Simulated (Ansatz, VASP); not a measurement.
**Two plane-wave programs on Si3N**

Contents of INCAR:

```
SYSTEM = Si3N
PREC = Accurate ; ENCUT = 520
EDIFF = 1E-6 ; ISMEAR = 0
SIGMA = 0.05 ; LREAL = .False.
LASPH = .True. ; NELM = 100
ALGO = Normal ; ISIF = 2
LWAVE = .False. ; LCHARG = .True.
LDIPOL = .True. ; IDIPOL = 3
DIPOL = 0.5 0.5 0.361 ; GGA = PE
IVDW = 12 ; LELF = .True.
LVHAR = .True. ; LVACPOTAV = .True.
NBANDS = 27
```

KPOINTS

```
Automatic mesh
0
Gamma
  9 9 1
  0 0 0
```

POSCAR

```
Si3N
1.0
    3.8155170197      0.0000000000      0.0000000000
   -1.9077585099      3.3043346676      0.0000000000
    0.0000000000      0.0000000000     25.7913833664
Si N
6 2
Direct
    0.6666666667      0.3333333333      0.1550905565
    0.3333333333      0.6666666667      0.1859793801
    0.3333333333      0.6666666667      0.2774751471
    0.6666666667      0.3333333333      0.3070263804
    0.6666666667      0.3333333333      0.3997350368
    0.3333333333      0.6666666667      0.4261649408
    0.5000000000      1.0000000000      0.5463601221
    0.5000000000      1.0000000000      0.5890100252
```

Input for Ansatz:

```yaml
crystal:
  lattice:
    - [3.8155170197, 0.0, 0.0]
    - [-1.9077585099, 3.3043346676, 0.0]
    - [0.0, 0.0, 25.7913833664]
  atoms:
    - { symbol: Si, position: [0.6666666667, 0.3333333333, 0.1550905565] }
    - { symbol: Si, position: [0.3333333333, 0.6666666667, 0.1859793801] }
    - { symbol: Si, position: [0.3333333333, 0.6666666667, 0.2774751471] }
    - { symbol: Si, position: [0.6666666667, 0.3333333333, 0.3070263804] }
    - { symbol: Si, position: [0.6666666667, 0.3333333333, 0.3997350368] }
    - { symbol: Si, position: [0.3333333333, 0.6666666667, 0.4261649408] }
    - { symbol: "N", position: [0.5, 1.0, 0.5463601221] }
    - { symbol: "N", position: [0.5, 1.0, 0.5890100252] }
basis:
  ecutwfc: 420
kpoints:
  mp_grid: { grid: [9, 9, 1] }
hamiltonian:
  xc: pbe
  pseudopotentials: { kind: paw, azcp: { folder: soft_1 } }
  dispersion: d3bj
scf:
  occupations: { method: gaussian, width: 0.05 }
output:
  forces: true
  eigenvalues: true
  write_density: true
  write_potential: true
  elf: true
  volumetric_format: npy
efield:
  axis: 3
  dipole_correction: true
  ramp_width: 0.04
```

Alike in both runs: task single point; functional PBE; dispersion D3(BJ); k mesh 9 × 9 × 1; occupations gaussian, width 0.05 eV; no spin polarisation.

|  | VASP | Ansatz |
| --- | --- | --- |
| version | VASP 6.6.1 | Ansatz 0.2.0 |
| potentials or method | VASP PAW PBE potentials, release 64 (Si, N), cutoff 520 eV | scalar-relativistic, plane waves, PAW |
| valence electrons in the cell | 34 | 34 |

```csv
,VASP,Ansatz,Ansatz less VASP
gap on the k mesh at the Fermi level (eV),none,none,-
rms of the force components (eV/Å),0.658,0.199,-0.4590
"work function, face that differs most (eV)",4.43,4.42,-0.006
```

Atom by atom the forces differ by 0.520 eV/Å (rms over components). A gap of «none» marks a metal or a gap that the smearing closes. One of these differences is far larger than is usual between the two programs; its cause wasn't traced. Ansatz's warnings: xc potential rough in thin density.

Noted on VASP's run: the standard files for N, O and F lose accuracy on very short bonds.
